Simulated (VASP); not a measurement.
A run of VASP 6.6.1 is set up as follows.

Contents of POSCAR:

```
PtS2
1.0
    3.5432000000      0.0000000000      0.0000000000
   -1.7716000000      3.0685012107      0.0000000000
    0.0000000000      0.0000000000      5.0388000000
Pt S
1 2
Direct
    0.0000000000      0.0000000000      0.0000000000
    0.6666666667      0.3333333333      0.7730000000
    0.3333333333      0.6666666667      0.2270000000
```

File INCAR.step1:

```
SYSTEM = PtS2
PREC = Accurate
ENCUT = 520
ISMEAR = -1
SIGMA = 0.05
LREAL = .FALSE.
LASPH = .TRUE.
NELM = 100
NBANDS = 18
GGA = PE
ALGO = Normal
EDIFF = 1E-4
LWAVE = .TRUE.
LCHARG = .FALSE.
```

The input INCAR.step2:

```
SYSTEM = PtS2
PREC = Accurate
ENCUT = 520
EDIFF = 1E-6
ISMEAR = -1
SIGMA = 0.05
LREAL = .FALSE.
LASPH = .TRUE.
NELM = 100
ALGO = Normal
ISIF = 2
LWAVE = .FALSE.
LCHARG = .FALSE.
METAGGA = R2SCAN
LMIXTAU = .TRUE.
NBANDS = 18
ISTART = 1
```

File KPOINTS:

```
Automatic mesh
0
G
  9 9 5
  0 0 0
```

Potentials or basis: VASP PAW PBE potentials, release 64 (Pt, S).

The run is started by

```bash
$ cat potpaw_PBE.64/Pt/POTCAR potpaw_PBE.64/S/POTCAR > POTCAR
$ cp INCAR.step1 INCAR
$ mpirun -np 1 vasp_std > vasp.out
$ cp INCAR.step2 INCAR
$ mpirun -np 1 vasp_std > vasp.out
```

Q: What does it give for the band gap on the k mesh?

A: 1.19 eV, indirect (least direct gap 1.25 eV).

Q: What does it give for the pressure?

A: 9.2 GPa.

Stress tensor (GPa, compression positive):
```
9.16 0.00 0.00
0.00 9.16 0.00
0.00 0.00 9.35
```

Caveat: the PAW data sets were made with another functional, which shifts forces and pressure a little; spin-orbit coupling is left out, which moves the levels of the heavy elements. A k mesh can miss the band edges.
